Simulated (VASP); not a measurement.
A run of VASP 6.6.1:

The input INCAR:

```
  ALGO = Normal
  EDIFF = 1E-7
  ENCUT = 520
  GGA = CA
  ISIF = 2
  ISMEAR = 0
  LASPH = T
  LCHARG = F
  LREAL = F
  LWAVE = F
  NBANDS = 14
  NELM = 80
  PREC = Accurate
  SIGMA = 0.01
```

The input KPOINTS:

```
k-points
0
Gamma
  8 8 8
```

The input POSCAR:

```
NaCl
1.0
    3.4595452951      0.0000000000      0.0000000000
    0.0000000000      3.4595452951      0.0000000000
    0.0000000000      0.0000000000      3.4595452951
Na Cl
1 1
Direct
    0.0000000000      0.0000000000      0.0000000000
    0.5000000000      0.5000000000      0.5000000000
```

Potentials or basis: VASP PAW LDA potentials, release 64 (Na_pv, Cl).

Launch:

```console
$ cat potpaw_LDA.64/Na_pv/POTCAR potpaw_LDA.64/Cl/POTCAR > POTCAR
$ mpirun -np 1 vasp_std > vasp.out
```

Hardware: 1 thread of AMD EPYC 7R13 (shared host).

Problem. Estimate the wall time of this run.

Solution. Wall time 43 s on 1 thread of AMD EPYC 7R13 (shared host), peak memory 0.11 GiB. Counts: scf iterations 12, k points 35.
